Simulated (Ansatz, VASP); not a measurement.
**LiF: VASP beside Ansatz**

```
CELL_PARAMETERS angstrom
0.00000 2.04421 2.01400
2.04421 0.00000 2.01400
2.04421 2.04421 0.00000
ATOMIC_POSITIONS crystal
Li 0.00000 0.00000 0.00000
F 0.50000 0.50000 0.50000
```

Change from the starting cell: strain +0.0150 x Voigt [1, 1, 0, 0, 0, 0], atoms carried along.

Alike in both runs: task single point; functional r2SCAN; k mesh 10 × 10 × 10; occupations gaussian, width 0.05 eV; no spin polarisation.

|  | VASP | Ansatz |
| --- | --- | --- |
| version | VASP 6.6.1 | Ansatz 0.2.0 |
| potentials or method | VASP PAW PBE potentials, release 64 (Li_sv, F), cutoff 520 eV | scalar-relativistic, plane waves, PAW |
| valence electrons in the cell | 10 | 10 |

Ansatz gave:

```
gap on the k mesh at the Fermi level (eV) : 9.78
least direct gap on the mesh (eV)         : 9.78
```

Question: Estimate VASP's values.

Answer: gap on the k mesh at the Fermi level (eV): 9.97; least direct gap on the mesh (eV): 9.97.

VASP's potentials were made for PBE, not for r2SCAN.

Noted on VASP's run: the cutoff is short for stress, so the pressure is rough.
